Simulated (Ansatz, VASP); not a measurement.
# Two plane-wave programs on Pb

INCAR

```
PREC = Accurate
ENCUT = 500
EDIFF = 1E-6
ISMEAR = -1
SIGMA = 0.1
LREAL = False
LASPH = True
NELM = 120
ALGO = Normal
ISIF = 2
LWAVE = False
LCHARG = False
GGA = PE
NBANDS = 13
GGA_COMPAT = False
```

KPOINTS

```
regular mesh
0
Gamma
  12 12 12
```

Contents of POSCAR:

```
Pb
1.0
    1.8180950000      1.0496790000      2.3428090000
   -1.8180950000      1.0496790000      2.3428090000
    0.0000000000     -2.0993590000      2.3428090000
Pb
1
Direct
    0.0000000000      0.0000000000      0.0000000000
```

Input for Ansatz:

```yaml
crystal:
  lattice:
    - [1.818095, 1.049679, 2.342809]
    - [-1.818095, 1.049679, 2.342809]
    - [0.0, -2.099359, 2.342809]
  atoms:
    - { symbol: Pb, position: [0.0, 0.0, 0.0] }
  symmetry: { tolerance: 0.0003 }
kpoints:
  mp_grid: { grid: [12, 12, 12], shift: [0, 0, 0] }
  band_path:
    path:
      - [0.0, 0.0, 0.0]
      - [0.5, 0.5, 0.5]
      - [0.69950516, 0.30049484, 0.5]
      - [0.5, -0.30049484, 0.30049484]
      - [0.5, 0.0, 0.0]
      - [0.0, 0.0, 0.0]
      - [0.40024742, -0.40024742, 0.0]
      - [0.59975258, 0.0, 0.40024742]
      - [0.5, 0.0, 0.5]
      - [0.0, 0.0, 0.0]
    npoints: 15
magnetization:
  spin_polarized: false
scf:
  occupations: { method: fermi_dirac }
  lower_state_search: "off"
  max_iter: 200
hamiltonian:
  pseudopotentials: { kind: paw }
  xc: pbe
basis:
  ecutwfc: 420
  fft_grid_basis: typed
output:
  forces: true
  stress: true
  eigenvalues: true
  bader: true
  populations: true
  elf: true
  write_potential: true
  volumetric_format: npy
  dos:
    e_range: [-12, 8]
    de: 0.05
    projected: { site_lists: { Pb: [Pb] } }
checkpoint:
  read: saved_state
```

Alike in both runs: task single point; functional PBE; k mesh 12 × 12 × 12; no spin polarisation.

|  | VASP | Ansatz |
| --- | --- | --- |
| version | VASP 6.6.1 | Ansatz 0.2.0 |
| potentials or method | VASP PAW PBE potentials, release 64 (Pb_d), cutoff 500 eV | PAW plane waves |
| occupations | fermi-dirac, width 0.1 eV | fermi-dirac |
| valence electrons in the cell | 14 | 14 |

Ansatz gave:

| Property | Result |
| --- | --- |
| pressure (GPa) | 13.0 |
| traceless stress, the component that is largest in VASP (GPa) | 5.87 |

Estimate VASP's values.

pressure (GPa): 12.9; traceless stress, the component that is largest in VASP (GPa): 5.88.

Ansatz's warnings: structure snapped to symmetry.

Spin-orbit coupling is off throughout.
